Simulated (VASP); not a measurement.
# Pt (P6/mmm) in VASP: single point with PBEsol

Aim: the single point of Pt with PBEsol.

Program: VASP 6.6.1. These are calculated values, not measurements. Logs are shortened: lines on timing, memory, paths and dates and some standing lists are left out, and cuts for length are marked.

## Step 1: The cell of the first run

Symmetry: P6/mmm, No. 191, hexagonal system. The conventional cell has a = 6.758 Å, b = 6.758 Å, c = 3.852 Å, α = 90.00°, β = 90.00°, γ = 120.00°. Within 5.1 Å of Pt (site symmetry 6/mmm) lie 14 Pt at 3.85 to 4.35 Å. Within 5.1 Å of Pt (site symmetry -6m2) lie 11 Pt at 3.85 to 4.35 Å.

## Step 2: Single point, PBEsol

Input file INCAR:

```
SYSTEM = Pt
PREC     = Accurate       ! precision mode
ENCUT    = 520            ! plane-wave cutoff, eV
EDIFF    = 1E-6           ! SCF threshold, eV
ISMEAR   = 1              ! smearing method
SIGMA    = 0.1            ! smearing width, eV
LREAL    = .FALSE.        ! projectors in reciprocal space
LASPH    = .TRUE.         ! aspherical terms in the spheres
NELM     = 100            ! most SCF steps
ALGO     = Normal         ! electronic algorithm
ISIF     = 2              ! what is computed and relaxed
LWAVE    = .FALSE.        ! write WAVECAR
LCHARG   = .FALSE.        ! write CHGCAR
GGA      = PS             ! functional
NBANDS   = 22             ! bands
```

Input file KPOINTS:

```
Automatic mesh
0
G
  4 4 6
  0 0 0
```

Input file POSCAR:

```
Pt
1.0
    6.7580000000      0.0000000000      0.0000000000
   -3.3790000000      5.8526000000      0.0000000000
    0.0000000000      0.0000000000      3.8517080000
Pt
3
Direct
    0.0000000000      0.0000000000      0.0000000000
    0.6666666667      0.3333333333      0.5000000000
    0.3333333333      0.6666666667      0.5000000000
```

Potentials or basis: VASP PAW PBE potentials, release 64 (Pt).

Run with:

```
> cat potpaw_PBE.64/Pt/POTCAR > POTCAR
> mpirun -np 1 vasp_std > vasp.out
```

OUTCAR:

```text
SYSTEM = Pt
   PREC = Accurate
   ENCUT = 520
   EDIFF = 1E-6
   ISMEAR = 1
   LREAL = .FALSE.
   LASPH = .TRUE.
   NELM = 100
   ISIF = 2
   GGA = PS

 ion  position               nearest neighbor table
   1  0.000  0.000  0.000-
   2  0.667  0.333  0.500-
   3  0.333  0.667  0.500-

  LATTYP: Found a hexagonal cell.
 ALAT       =     6.7580000000
 C/A-ratio  =     0.5699479136

  Lattice vectors:

 A1 = (   6.7580000000,   0.0000000000,   0.0000000000)
 A2 = (  -3.3790000000,   5.8526000000,   0.0000000000)
 A3 = (   0.0000000000,   0.0000000000,   3.8517080000)

Analysis of symmetry for initial positions (statically):
=====================================================================
 Subroutine PRICEL returns:
 Original cell was already a primitive cell.

 Routine SETGRP: Setting up the symmetry group for a
 hexagonal supercell.

 Subroutine GETGRP returns: Found 24 space group operations
 (whereof 24 operations were pure point group operations)
 out of a pool of 24 trial point group operations.

The static configuration has the point symmetry D_6h.

Analysis of symmetry for dynamics (positions and initial velocities):
=====================================================================
 Subroutine PRICEL returns:
 Original cell was already a primitive cell.

 Routine SETGRP: Setting up the symmetry group for a
 hexagonal supercell.

 Subroutine GETGRP returns: Found 24 space group operations
 (whereof 24 operations were pure point group operations)
 out of a pool of 24 trial point group operations.

The dynamic configuration has the point symmetry D_6h.

 Subroutine INISYM returns: Found 24 space group operations
 (whereof 24 operations are pure point group operations),
 and found     1 'primitive' translations

----------------------------------------------------------------------------------------

                                     Primitive cell

  volume of cell :     152.3423

  direct lattice vectors                    reciprocal lattice vectors
     6.758000000  0.000000000  0.000000000     0.147972773  0.085432116  0.000000000
    -3.379000000  5.852600000  0.000000000     0.000000000  0.170864231  0.000000000
     0.000000000  0.000000000  3.851708000     0.000000000  0.000000000  0.259625081

  length of vectors
     6.758000000  6.758000278  3.851708000     0.170864238  0.170864231  0.259625081

  position of ions in fractional coordinates (direct lattice)
     0.000000000  0.000000000  0.000000000
     0.666666667  0.333333333  0.500000000
     0.333333333  0.666666667  0.500000000

  ion indices of the primitive-cell ions
   primitive index   ion index
                 1           1
                 2           2
                 3           3

----------------------------------------------------------------------------------------

 KPOINTS: Automatic mesh

Automatic generation of k-mesh.
 Grid dimensions read from file:
 generate k-points for:    4    4    6

 Generating k-lattice:

  Cartesian coordinates                     Fractional coordinates (reciprocal lattice)
     0.036993193  0.021358029  0.000000000     0.250000000  0.000000000  0.000000000
     0.000000000  0.042716058  0.000000000     0.000000000  0.250000000  0.000000000
     0.000000000  0.000000000  0.043270847     0.000000000  0.000000000  0.166666667

  Length of vectors
     0.042716060  0.042716058  0.043270847

  Shift w.r.t. Gamma in fractional coordinates (k-lattice)
     0.000000000  0.000000000  0.000000000

 Subroutine IBZKPT returns following result:
 ===========================================

 Found     16 irreducible k-points:

 Following reciprocal coordinates:
            Coordinates               Weight
  0.000000  0.000000  0.000000      1.000000
  0.250000  0.000000  0.000000      6.000000
  0.500000  0.000000  0.000000      3.000000
  0.250000  0.250000  0.000000      6.000000
  0.000000  0.000000  0.166667      2.000000
  0.250000  0.000000  0.166667     12.000000
[... 8 lines left out ...]
  0.500000  0.000000  0.500000      3.000000
  0.250000  0.250000  0.500000      6.000000
   k-points           NKPTS =     16   k-points in BZ     NKDIM =     16   number of bands    NBANDS=     22
   number of dos      NEDOS =    301   number of ions     NIONS =      3
   total plane-waves  NPLWV =  75000
   dimension x,y,z NGX =    50 NGY =   50 NGZ =   30
   dimension x,y,z NGXF=   100 NGYF=  100 NGZF=   60
   ions per type =               3
   NGX,Y,Z   is equivalent  to a cutoff of  12.30, 12.30, 12.95 a.u.
   NGXF,Y,Z  is equivalent  to a cutoff of  24.60, 24.60, 25.90 a.u.
 SYSTEM =  Pt
   PREC   = accura    normal or accurate (medium, high low for compatibility)
   ISTART =      0    job   : 0-new  1-cont  2-samecut
   ICHARG =      2    charge: 1-file 2-atom 10-const
   ISPIN  =      1    spin polarized calculation?
   LNONCOLLINEAR =      F non collinear calculations
   LSORBIT =      F    spin-orbit coupling
   LASPH  =      T    aspherical Exc in radial PAW
   ENCUT  =  520.0 eV  38.22 Ry    6.18 a.u.  12.57 12.57  7.16*2*pi/ulx,y,z
   NELM   =    100;   NELMIN=  2; NELMDL= -5     # of ELM steps
   EDIFF  = 0.1E-05   stopping-criterion for ELM
   LREAL  =      F    real-space projection
   EDIFFG = 0.1E-04   stopping-criterion for IOM
   NSW    =      0    number of steps for IOM
   IBRION =     -1    ionic relax: 0-MD 1-quasi-New 2-CG
   NFREE  =      0    steps in history (QN), initial steepest desc. (CG)
   ISIF   =      2    stress and relaxation
   ISYM   =      2    0-nonsym 1-usesym 2-fastsym
   POTIM  = 0.5000    time-step for ionic-motion
   TEBEG  =    0.0;   TEEND  =   0.0 temperature during run
   PSTRESS=    0.0 pullay stress
   NELECT =      30.0000    total number of electrons
   NUPDOWN=      -1.0000    fix difference up-down
   EMIN   =  10.00;   EMAX   =-10.00  energy-range for DOS
   EFERMI =   0.00;   METHOD = LEGACY
   ISMEAR =     1;   SIGMA  =   0.10  broadening in eV -4-tet -1-fermi 0-gaus
   EFERMI_NEDOS =   21; number of points for ismear=-14 and -15
   IALGO  =     38    algorithm
   IMIX   =      4    mixing-type and parameters
     AMIX     =   0.40;   BMIX     =  1.00
     AMIX_MAG =   1.60;   BMIX_MAG =  1.00
  volume/ion in A,a.u.               =      50.78       342.69
  Fermi-wavevector in a.u.,A,eV,Ry     =   0.952449  1.799868 12.342652  0.907159
  Thomas-Fermi vector in A             =   2.081013
   LORBIT       =      0    0 simple, 1 ext, 2 COOP (PROOUT), +10 PAW based schemes
   GGA     = PS    functional components
   LHFCALC =     F    Hartree Fock is set to
   AEXX    =    0.0000 exact exchange contribution
   IVDW    =     0    specifies the selected vdW correction
   LEPSILON=     F    determine dielectric tensor
   LRPA    =     F    only Hartree local field effects (RPA)
 non-spin polarized calculation
 Methfessel and Paxton  Order N= 1 SIGMA  =   0.10
  energy-cutoff  :      520.00
  volume of cell :      152.34
 maximum number of plane-waves:      4136
   NGX = 25   NGY = 25   NGZ = 15

 number of electron      29.9999997 magnetization

 Free energy of the ion-electron system (eV)
  ---------------------------------------------------
  ext. energy  EPLUGINS =         0.00000000
  ---------------------------------------------------
  free energy    TOTEN  =        -5.63038447 eV

  energy without entropy =       -5.62328976  energy(sigma->0) =       -5.62801957

 E-fermi :  -1.3601     XC(G=0):  -7.4151

 val. band max:       -1.3695997246   @ k =   0.2500   0.2500   0.0000
 cond. band min:      -1.3589376730   @ k =   0.5000   0.0000   0.0000
 fundamental gap:      0.0106620516
 Fermi energy:        -1.3600792745

 k-point     1 :       0.0000    0.0000    0.0000
  band No.  band energies     occupation
      1      -3.6729      2.00000
      2      -2.3299      2.00000
      3      -2.2056      2.00000
      4      -2.0185      2.00000
      5      -1.8268      2.00000
      6      -1.8268      2.00000
[... 14 lines left out ...]
     21       3.0447      0.00000
     22       3.0447      0.00000

 k-point     2 :       0.2500    0.0000    0.0000
  band No.  band energies     occupation
      1      -3.3971      2.00000
      2      -2.3506      2.00000
      3      -2.2871      2.00000
      4      -2.0957      2.00000
      5      -1.9723      2.00000
      6      -1.9280      2.00000
[... 14 lines left out ...]
     21       4.6531      0.00000
     22       5.1423      0.00000

 k-point     3 :       0.5000    0.0000    0.0000
  band No.  band energies     occupation
      1      -2.7170      2.00000
      2      -2.7132      2.00000
      3      -2.4314      2.00000
      4      -2.0878      2.00000
      5      -2.0768      2.00000
      6      -1.9621      2.00000
[... 14 lines left out ...]
     21       4.7894      0.00000
     22       6.5862      0.00000

 k-point     4 :       0.2500    0.2500    0.0000
  band No.  band energies     occupation
      1      -2.9231      2.00000
      2      -2.4833      2.00000
      3      -2.4438      2.00000
      4      -2.1079      2.00000
      5      -2.0490      2.00000
      6      -1.9895      2.00000
[... 14 lines left out ...]
     21       5.1344      0.00000
     22       6.6153      0.00000

 k-point     5 :       0.0000    0.0000    0.1667
  band No.  band energies     occupation
      1      -3.3770      2.00000
      2      -2.1247      2.00000
      3      -1.9533      2.00000
      4      -1.8688      2.00000
      5      -1.8418      2.00000
      6      -1.8418      2.00000
[... 217 lines left out ...]
 k-point    14 :       0.2500    0.0000    0.5000
  band No.  band energies     occupation
      1      -2.3044      2.00000
      2      -2.0487      2.00000
      3      -2.0471      2.00000
      4      -2.0141      2.00000
      5      -1.8879      2.00000
      6      -1.8741      2.00000
[... 14 lines left out ...]
     21       3.6714      0.00000
     22       4.1825      0.00000

 k-point    15 :       0.5000    0.0000    0.5000
  band No.  band energies     occupation
      1      -2.2312      2.00000
      2      -2.1245      2.00000
      3      -2.0129      2.00000
      4      -2.0103      2.00000
      5      -1.9629      2.00000
      6      -1.7879      2.00000
[... 14 lines left out ...]
     21       3.3099      0.00000
     22       3.9655      0.00000

 k-point    16 :       0.2500    0.2500    0.5000
  band No.  band energies     occupation
      1      -2.2067      2.00000
      2      -2.1667      2.00000
      3      -1.9389      2.00000
      4      -1.9329      2.00000
      5      -1.9154      2.00000
      6      -1.8838      2.00000
[... 14 lines left out ...]
     21       2.8758      0.00000
     22       5.1887      0.00000

------------------------ aborting loop because EDIFF is reached ----------------------------------------

  FORCE on cell =-STRESS in cart. coord.  units (eV):
  Direction    XX          YY          ZZ          XY          YZ          ZX
  --------------------------------------------------------------------------------------
  -------------------------------------------------------------------------------------
  Total       -8.8226425     -8.8226434    -10.0631023     -0.0000000     -0.0000000      0.0000000
  in kB      -92.7873725    -92.7873827   -105.8332380     -0.0000000     -0.0000000      0.0000000
  external PRESSURE =     -97.1359977 kB  Pullay stress =       0.0000000 kB

 VOLUME and BASIS-vectors are now :
 -----------------------------------------------------------------------------
  energy-cutoff  :      520.00
  volume of cell :      152.34
      direct lattice vectors                 reciprocal lattice vectors
     6.758000000  0.000000000  0.000000000     0.147972773  0.085432116  0.000000000
    -3.379000000  5.852600000  0.000000000     0.000000000  0.170864231  0.000000000
     0.000000000  0.000000000  3.851708000     0.000000000  0.000000000  0.259625081

 POSITION                                       TOTAL-FORCE (eV/Angst)
 -----------------------------------------------------------------------------------
      0.00000      0.00000      0.00000         0.000000      0.000000      0.000000
      3.37900      1.95087      1.92585         0.000000     -0.000000      0.000000
     -0.00000      3.90173      1.92585        -0.000000      0.000000      0.000000
 -----------------------------------------------------------------------------------
    total drift:                                0.000000     -0.000000      0.000000

  FREE ENERGIE OF THE ION-ELECTRON SYSTEM (eV)
  ---------------------------------------------------
  free  energy   TOTEN  =        -5.6303844701 eV

  energy  without entropy=       -5.6232897610  energy(sigma->0) =       -5.62801957
```

Run time: 39 s. Hardware: 1 thread of AMD EPYC 7R13 (Zen 3), shared host; peak memory 0.23 GiB.

Results:

```
Free energy            : -5.6304 eV
Pressure               : -9.7 GPa
Band gap on the k mesh : zero (band 15 reaches -1.23 eV, above the bottom of band 16 at -1.41 eV)
```

Caveat: the PAW data sets were made with another functional, which shifts forces and pressure a little; spin-orbit coupling is left out, which moves the levels of the heavy elements.
